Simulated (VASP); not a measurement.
ZrSi4Pd: single point with PBE

The system is ZrSi4Pd.

```xyz
6
Lattice="3.7925 0.0000 0.0000 -1.8962 3.2844 0.0000 0.0000 0.0000 7.3693" Properties=species:S:1:pos:R:3 pbc="T T T"
Zr    0.0000    0.0000    3.6847
Si    0.0000    2.1896    0.0000
Si    1.8962    1.0948    0.0000
Si    0.0000    0.0000    5.3839
Si    0.0000    0.0000    1.9854
Pd    0.0000    0.0000    0.0000
```

* Program: VASP 6.6.1
* Task: single point
* Functional: PBE
* Potentials or basis: VASP PAW PBE potentials, release 64 (Zr_sv, Si, Pd)
* Cutoff: 520 eV
* k mesh: 6 × 6 × 4
* Occupations: gaussian, width 0.1 eV
* Spin: no spin polarisation

```json
{
  "Pressure": "123.1 GPa",
  "Largest force": "17.329 eV/Å",
  "Band gap on the k mesh": "zero (band 19 reaches 10.84 eV, above the bottom of band 20 at 10.06 eV)"
}
```

Forces in eV/Å, atoms in the order of the input:
```
Zr    0.000   0.000   0.000
Si    0.000   0.000   0.000
Si    0.000   0.000   0.000
Si    0.000   0.000  17.329
Si    0.000   0.000 -17.329
Pd    0.000   0.000   0.000
```

Stress tensor (GPa, compression positive):
```
 62.85   0.00   0.00
  0.00  62.85   0.00
  0.00   0.00 243.46
```

Levels at points of the mesh, in eV from the Fermi level:
| k point | band 17 | band 18 | band 19 | band 20 | band 21 | band 22 |
| --- | --- | --- | --- | --- | --- | --- |
| (0.00, 0.00, 0.00) | -2.07 | -0.78 | -0.58 | 0.45 | 0.45 | 1.32 |
| (0.50, 0.00, 0.00) | -2.09 | -1.24 | -0.46 | -0.02 | 0.19 | 1.33 |
| (0.00, 0.00, 0.50) | -0.91 | -0.91 | -0.77 | 0.54 | 0.54 | 1.07 |
| (0.50, 0.00, 0.50) | -2.34 | -0.84 | -0.79 | 0.14 | 0.87 | 1.38 |

It took 2.1 min on 1 thread of Intel Xeon 8259CL, with other jobs on the host, peak memory 0.22 GiB.

Caveat: forces of over 1 eV/Å act on the atoms, so gaps and moduli don't describe the material at rest.
